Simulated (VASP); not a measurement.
# HfC (P6_3/mmc) in VASP: a series of runs

HfC is run at these levels: PBEsol; tasks: single point.

All numbers are computed with VASP 6.6.1; they aren't measurements. Logs are shortened: lines on timing, memory, paths and dates and some standing lists are left out, and cuts for length are marked.

**1. The cell of the first run**

It takes space group P6_3/mmc (No. 194, hexagonal). Conventional cell: a = 3.410 Å, b = 3.410 Å, c = 5.203 Å, α = 90.00°, β = 90.00°, γ = 120.00°. Within 3.1 Å of Hf (site symmetry -6m2) lie 6 C at 2.36 Å. C (site symmetry -3m) has 6 Hf at 2.36 Å and 2 C at 2.60 Å within 3.1 Å.

**2. Single point, PBEsol**

INCAR reads:

```
SYSTEM = HfC
PREC     = Accurate       ! precision mode
ENCUT    = 520            ! plane-wave cutoff, eV
EDIFF    = 1E-6           ! SCF threshold, eV
ISMEAR   = -1             ! smearing method
SIGMA    = 0.05           ! smearing width, eV
LREAL    = .FALSE.        ! projectors in reciprocal space
LASPH    = .TRUE.         ! aspherical terms in the spheres
NELM     = 80             ! most SCF steps
ALGO     = Normal         ! electronic algorithm
ISIF     = 2              ! what is computed and relaxed
LWAVE    = .FALSE.        ! write WAVECAR
LCHARG   = .FALSE.        ! write CHGCAR
GGA      = PS             ! functional
NBANDS   = 22             ! bands
```

KPOINTS reads:

```
regular mesh
0
G
  8 8 5
  0 0 0
```

POSCAR reads:

```
HfC
1.0
    3.4097233742      0.0000000000      0.0000000000
   -1.7048616870      2.9529070619      0.0000000000
    0.0000000000      0.0000000000      5.2027140000
Hf C
2 2
Direct
    0.3333333333      0.6666666667      0.2500000000
    0.6666666667      0.3333333333      0.7500000000
    0.0000000000      0.0000000000      0.5000000000
    0.0000000000      0.0000000000      0.0000000000
```

Potentials or basis: VASP PAW PBE potentials, release 64 (Hf_pv, C).

The run is started by

```
$ cat potpaw_PBE.64/Hf_pv/POTCAR potpaw_PBE.64/C/POTCAR > POTCAR
$ mpirun -np 1 vasp_std > vasp.out
```

OUTCAR:

```text
SYSTEM = HfC
   PREC = Accurate
   ENCUT = 520
   EDIFF = 1E-6
   ISMEAR = -1
   LREAL = .FALSE.
   LASPH = .TRUE.
   NELM = 80
   ISIF = 2
   GGA = PS

 ion  position               nearest neighbor table
   1  0.333  0.667  0.250-   3 2.36   4 2.36   3 2.36   4 2.36   3 2.36   4 2.36   2 3.26   2 3.26
                             2 3.26   2 3.26   2 3.26   2 3.26
   2  0.667  0.333  0.750-   3 2.36   4 2.36   3 2.36   4 2.36   3 2.36   4 2.36   1 3.26   1 3.26
                             1 3.26   1 3.26   1 3.26   1 3.26
   3  0.000  0.000  0.500-   1 2.36   2 2.36   1 2.36   2 2.36   2 2.36   1 2.36
   4  0.000  0.000  0.000-   1 2.36   2 2.36   1 2.36   2 2.36   2 2.36   1 2.36

  LATTYP: Found a hexagonal cell.
 ALAT       =     3.4097233742
 C/A-ratio  =     1.5258463603

  Lattice vectors:

 A1 = (   3.4097233742,   0.0000000000,   0.0000000000)
 A2 = (  -1.7048616870,   2.9529070619,   0.0000000000)
 A3 = (   0.0000000000,   0.0000000000,   5.2027140000)

Analysis of symmetry for initial positions (statically):
=====================================================================
 Subroutine PRICEL returns:
 Original cell was already a primitive cell.

 Routine SETGRP: Setting up the symmetry group for a
 hexagonal supercell.

 Subroutine GETGRP returns: Found 24 space group operations
 (whereof 12 operations were pure point group operations)
 out of a pool of 24 trial point group operations.

The static configuration has the point symmetry D_3d.
 The point group associated with its full space group is D_6h.

Analysis of symmetry for dynamics (positions and initial velocities):
=====================================================================
 Subroutine PRICEL returns:
 Original cell was already a primitive cell.

 Routine SETGRP: Setting up the symmetry group for a
 hexagonal supercell.

 Subroutine GETGRP returns: Found 24 space group operations
 (whereof 12 operations were pure point group operations)
 out of a pool of 24 trial point group operations.

The dynamic configuration has the point symmetry D_3d.
 The point group associated with its full space group is D_6h.

 Subroutine INISYM returns: Found 24 space group operations
 (whereof 12 operations are pure point group operations),
 and found     1 'primitive' translations

----------------------------------------------------------------------------------------

                                     Primitive cell

  volume of cell :      52.3840

  direct lattice vectors                    reciprocal lattice vectors
     3.409723374  0.000000000  0.000000000     0.293278923  0.169324665  0.000000000
    -1.704861687  2.952907062  0.000000000     0.000000000  0.338649331  0.000000000
     0.000000000  0.000000000  5.202714000     0.000000000  0.000000000  0.192207375

  length of vectors
     3.409723374  3.409723374  5.202714000     0.338649331  0.338649331  0.192207375

  position of ions in fractional coordinates (direct lattice)
     0.333333333  0.666666667  0.250000000
     0.666666667  0.333333333  0.750000000
     0.000000000  0.000000000  0.500000000
     0.000000000  0.000000000  0.000000000

  ion indices of the primitive-cell ions
   primitive index   ion index
                 1           1
                 2           2
                 3           3
                 4           4

----------------------------------------------------------------------------------------

 KPOINTS: regular mesh

Automatic generation of k-mesh.
 Grid dimensions read from file:
 generate k-points for:    8    8    5

 Generating k-lattice:

  Cartesian coordinates                     Fractional coordinates (reciprocal lattice)
     0.036659865  0.021165583  0.000000000     0.125000000 -0.000000000  0.000000000
     0.000000000  0.042331166  0.000000000     0.000000000  0.125000000  0.000000000
     0.000000000  0.000000000  0.038441475     0.000000000  0.000000000  0.200000000

  Length of vectors
     0.042331166  0.042331166  0.038441475

  Shift w.r.t. Gamma in fractional coordinates (k-lattice)
     0.000000000  0.000000000  0.000000000

 Subroutine IBZKPT returns following result:
 ===========================================

 Found     30 irreducible k-points:

 Following reciprocal coordinates:
            Coordinates               Weight
  0.000000  0.000000  0.000000      1.000000
  0.125000  0.000000  0.000000      6.000000
  0.250000  0.000000  0.000000      6.000000
  0.375000  0.000000  0.000000      6.000000
  0.500000  0.000000  0.000000      3.000000
  0.125000  0.125000  0.000000      6.000000
[... 16 lines left out ...]
  0.250000  0.000000  0.400000     12.000000
  0.375000  0.000000  0.400000     12.000000
 [... further k-points ...]
   k-points           NKPTS =     30   k-points in BZ     NKDIM =     30   number of bands    NBANDS=     22
   number of dos      NEDOS =    301   number of ions     NIONS =      4
   total plane-waves  NPLWV =  31360
   dimension x,y,z NGX =    28 NGY =   28 NGZ =   40
   dimension x,y,z NGXF=    56 NGYF=   56 NGZF=   80
   ions per type =               2   2
   NGX,Y,Z   is equivalent  to a cutoff of  13.65, 13.65, 12.78 a.u.
   NGXF,Y,Z  is equivalent  to a cutoff of  27.30, 27.30, 25.56 a.u.
 SYSTEM =  HfC
   PREC   = accura    normal or accurate (medium, high low for compatibility)
   ISTART =      0    job   : 0-new  1-cont  2-samecut
   ICHARG =      2    charge: 1-file 2-atom 10-const
   ISPIN  =      1    spin polarized calculation?
   LNONCOLLINEAR =      F non collinear calculations
   LSORBIT =      F    spin-orbit coupling
   LASPH  =      T    aspherical Exc in radial PAW
   ENCUT  =  520.0 eV  38.22 Ry    6.18 a.u.   6.34  6.34  9.67*2*pi/ulx,y,z
   NELM   =     80;   NELMIN=  2; NELMDL= -5     # of ELM steps
   EDIFF  = 0.1E-05   stopping-criterion for ELM
   LREAL  =      F    real-space projection
   EDIFFG = 0.1E-04   stopping-criterion for IOM
   NSW    =      0    number of steps for IOM
   IBRION =     -1    ionic relax: 0-MD 1-quasi-New 2-CG
   NFREE  =      0    steps in history (QN), initial steepest desc. (CG)
   ISIF   =      2    stress and relaxation
   ISYM   =      2    0-nonsym 1-usesym 2-fastsym
   POTIM  = 0.5000    time-step for ionic-motion
   TEBEG  =    0.0;   TEEND  =   0.0 temperature during run
   PSTRESS=    0.0 pullay stress
   NELECT =      28.0000    total number of electrons
   NUPDOWN=      -1.0000    fix difference up-down
   EMIN   =  10.00;   EMAX   =-10.00  energy-range for DOS
   EFERMI =   0.00;   METHOD = LEGACY
   ISMEAR =    -1;   SIGMA  =   0.05  broadening in eV -4-tet -1-fermi 0-gaus
   EFERMI_NEDOS =   21; number of points for ismear=-14 and -15
   IALGO  =     38    algorithm
   IMIX   =      4    mixing-type and parameters
     AMIX     =   0.40;   BMIX     =  1.00
     AMIX_MAG =   1.60;   BMIX_MAG =  1.00
  volume/ion in A,a.u.               =      13.10        88.38
  Fermi-wavevector in a.u.,A,eV,Ry     =   1.328601  2.510692 24.016737  1.765180
  Thomas-Fermi vector in A             =   2.457826
   LORBIT       =      0    0 simple, 1 ext, 2 COOP (PROOUT), +10 PAW based schemes
   GGA     = PS    functional components
   LHFCALC =     F    Hartree Fock is set to
   AEXX    =    0.0000 exact exchange contribution
   IVDW    =     0    specifies the selected vdW correction
   LEPSILON=     F    determine dielectric tensor
   LRPA    =     F    only Hartree local field effects (RPA)
 non-spin polarized calculation
  energy-cutoff  :      520.00
  volume of cell :       52.38
 maximum number of plane-waves:      1429
 NGX is ok and might be reduce to    28
   NGX = 13   NGY = 13   NGZ = 19

 number of electron      28.0000000 magnetization

 Free energy of the ion-electron system (eV)
  ---------------------------------------------------
  ext. energy  EPLUGINS =         0.00000000
  ---------------------------------------------------
  free energy    TOTEN  =       -43.41354486 eV

  energy without entropy =      -43.40606918  energy(sigma->0) =      -43.40980702

 E-fermi :   5.9845     XC(G=0): -12.2216

 val. band max:        5.9243083244   @ k =   0.1250   0.1250   0.2000
 cond. band min:       6.0070364566   @ k =   0.0000   0.0000   0.2000
 fundamental gap:      0.0827281322
 Fermi energy:         5.9845074028

 k-point     1 :       0.0000    0.0000    0.0000
  band No.  band energies     occupation
      1     -24.6884      2.00000
      2     -24.1984      2.00000
      3     -24.1984      2.00000
      4     -24.1095      2.00000
      5     -24.1095      2.00000
      6     -24.0216      2.00000
[... 14 lines left out ...]
     21       9.7966      0.00000
     22      13.8573      0.00000

 k-point     2 :       0.1250    0.0000    0.0000
  band No.  band energies     occupation
      1     -24.6571      2.00000
      2     -24.2562      2.00000
      3     -24.2212      2.00000
      4     -24.1638      2.00000
      5     -24.1116      2.00000
      6     -24.0355      2.00000
[... 14 lines left out ...]
     21      10.6079      0.00000
     22      13.1339      0.00000

 k-point     3 :       0.2500    0.0000    0.0000
  band No.  band energies     occupation
      1     -24.5730      2.00000
      2     -24.3979      2.00000
      3     -24.2871      2.00000
      4     -24.2701      2.00000
      5     -24.1223      2.00000
      6     -24.0773      2.00000
[... 14 lines left out ...]
     21      12.1367      0.00000
     22      12.2923      0.00000
[... 476 lines left out ...]
 k-point    23 :       0.2500    0.0000    0.4000
  band No.  band energies     occupation
      1     -24.5164      2.00000
      2     -24.4325      2.00000
      3     -24.2428      2.00000
      4     -24.2195      2.00000
      5     -24.1738      2.00000
      6     -24.1493      2.00000
[... 14 lines left out ...]
     21      12.2842      0.00000
     22      12.5440      0.00000

 k-point    24 :       0.3750    0.0000    0.4000
  band No.  band energies     occupation
      1     -24.6035      2.00000
      2     -24.5512      2.00000
      3     -24.2540      2.00000
      4     -24.2367      2.00000
      5     -24.1991      2.00000
      6     -24.1542      2.00000
[... 14 lines left out ...]
     21      12.6643      0.00000
     22      12.9081      0.00000

 [... further k-points ...]

------------------------ aborting loop because EDIFF is reached ----------------------------------------

  FORCE on cell =-STRESS in cart. coord.  units (eV):
  Direction    XX          YY          ZZ          XY          YZ          ZX
  --------------------------------------------------------------------------------------
  -------------------------------------------------------------------------------------
  Total       -5.9536778     -5.9536778     -3.8685877     -0.0000000      0.0000000      0.0000000
  in kB     -182.0945863   -182.0945863   -118.3216327     -0.0000000      0.0000000      0.0000000
  external PRESSURE =    -160.8369351 kB  Pullay stress =       0.0000000 kB

 VOLUME and BASIS-vectors are now :
 -----------------------------------------------------------------------------
  energy-cutoff  :      520.00
  volume of cell :       52.38
      direct lattice vectors                 reciprocal lattice vectors
     3.409723374  0.000000000  0.000000000     0.293278923  0.169324665  0.000000000
    -1.704861687  2.952907062  0.000000000     0.000000000  0.338649331  0.000000000
     0.000000000  0.000000000  5.202714000     0.000000000  0.000000000  0.192207375

 POSITION                                       TOTAL-FORCE (eV/Angst)
 -----------------------------------------------------------------------------------
     -0.00000      1.96860      1.30068        -0.000000     -0.000000      0.000000
      1.70486      0.98430      3.90204         0.000000      0.000000      0.000000
      0.00000      0.00000      2.60136         0.000000      0.000000      0.000000
      0.00000      0.00000      0.00000         0.000000      0.000000      0.000000
 -----------------------------------------------------------------------------------
    total drift:                               -0.000000      0.000000     -0.000000

  FREE ENERGIE OF THE ION-ELECTRON SYSTEM (eV)
  ---------------------------------------------------
  free  energy   TOTEN  =       -43.4135448639 eV

  energy  without entropy=      -43.4060691786  energy(sigma->0) =      -43.40980702
```

Wall time 47 s (1 thread of Intel Xeon 8259CL, shared host); peak memory 0.19 GiB.

Results:

| Property | Result |
| --- | --- |
| Free energy | -43.4135 eV |
| Pressure | -16.1 GPa |
| Band gap on the k mesh | zero (bands 14 and 15 overlap by 1.03 eV) |

Caveat: the cell stands under tension; the PAW data sets were made with another functional, which shifts forces and pressure a little; spin-orbit coupling is left out, which moves the levels of the heavy elements.

**3. Single point, PBEsol, non-collinear spin, zero start, spin-orbit coupling**

This run uses another cell than the first one, of 12.59 Å³/atom.

INCAR reads:

```
  PREC = Accurate
  ENCUT = 520
  EDIFF = 1E-6
  ISMEAR = -1
  SIGMA = 0.05
  LREAL = F
  LASPH = T
  NELM = 150
  ALGO = Normal
  ISIF = 2
  LWAVE = F
  LCHARG = F
  LNONCOLLINEAR = T
  MAGMOM = 0 0 0 0 0 0 0 0 0 0 0 0
  LORBIT = 11
  LSORBIT = T
  GGA_COMPAT = F
  LORBMOM = T
  LMAXMIX = 4
  GGA = PS
  NBANDS = 42
```

KPOINTS reads:

```
regular mesh
0
Gamma
  9 9 5
```

Changes to POSCAR since step 2:

```diff
@@ -2,4 +2,4 @@
 1.0
-    3.4097233742      0.0000000000      0.0000000000
-   -1.7048616870      2.9529070619      0.0000000000
+    3.3428660531      0.0000000000      0.0000000000
+   -1.6714330265      2.8950069234      0.0000000000
     0.0000000000      0.0000000000      5.2027140000
```

Potentials or basis: VASP PAW PBE potentials, release 64 (Hf_pv, C).

The run is started by

```
$ cat potpaw_PBE.64/Hf_pv/POTCAR potpaw_PBE.64/C/POTCAR > POTCAR
$ mpirun -np 1 vasp_ncl > vasp.out
```

It took 4.8 min on 1 thread of Intel Xeon 8259CL, shared host; peak memory 0.36 GiB.

Results (log left out):

| Property | Result |
| --- | --- |
| Free energy | -44.9154 eV |
| Pressure | -7.9 GPa |
| Net moment | 0.00 μB per cell |
| Valence electrons inside the program's atomic spheres | Hf 8.68; C 2.34 |

Stress tensor (GPa, compression positive):
```
-8.96  0.00  0.00
 0.00 -8.96  0.00
 0.00  0.00 -5.82
```

Moments on the atoms (μB; x, y, z):
```
Hf  0.00 0.00 0.00
Hf  0.00 0.00 0.00
C   0.00 0.00 0.00
C   0.00 0.00 0.00
```

Caveat: the cell stands under tension; the PAW data sets were made with another functional, which shifts forces and pressure a little.

**4. Single point, PBEsol, non-collinear spin, zero start, spin-orbit coupling**

This run uses another cell than the first one, of 12.59 Å³/atom.

INCAR reads:

```
SYSTEM = HfC
ALGO = Normal
EDIFF = 1E-6
ENCUT = 520
GGA = PS
GGA_COMPAT = .FALSE.
ISIF = 2
ISMEAR = -1
LASPH = .TRUE.
LCHARG = .FALSE.
LMAXMIX = 4
LNONCOLLINEAR = .TRUE.
LORBIT = 11
LORBMOM = .TRUE.
LREAL = .FALSE.
LSORBIT = .TRUE.
LWAVE = .FALSE.
MAGMOM = 0 0 0 0 0 0 0 0 0 0 0 0
NBANDS = 42
NELM = 150
PREC = Accurate
SIGMA = 0.05
```

KPOINTS reads:

```
k-points
0
G
  9 9 5
  0 0 0
```

POSCAR is that of step 3.

The run is started by

```
$ cat potpaw_PBE.64/Hf_pv/POTCAR potpaw_PBE.64/C/POTCAR > POTCAR
$ mpirun -np 1 vasp_ncl > vasp.out
```

Wall time 6.6 min (1 thread of Intel Xeon 8259CL, shared host); peak memory 0.36 GiB.

Results (log left out):

```yaml
Free_energy: -44.9154 eV
Pressure: -7.9 GPa
Net_moment: 0.00 μB per cell
Valence_electrons_inside_the_program's_atomic_spheres: Hf 8.68; C 2.34
```

Stress tensor (GPa, compression positive):
```
-8.96  0.00  0.00
 0.00 -8.96  0.00
 0.00  0.00 -5.82
```

Moments on the atoms (μB; x, y, z):
```
Hf  0.00 0.00 0.00
Hf  0.00 0.00 0.00
C   0.00 0.00 0.00
C   0.00 0.00 0.00
```

Caveat: the cell stands under tension; the PAW data sets were made with another functional, which shifts forces and pressure a little.
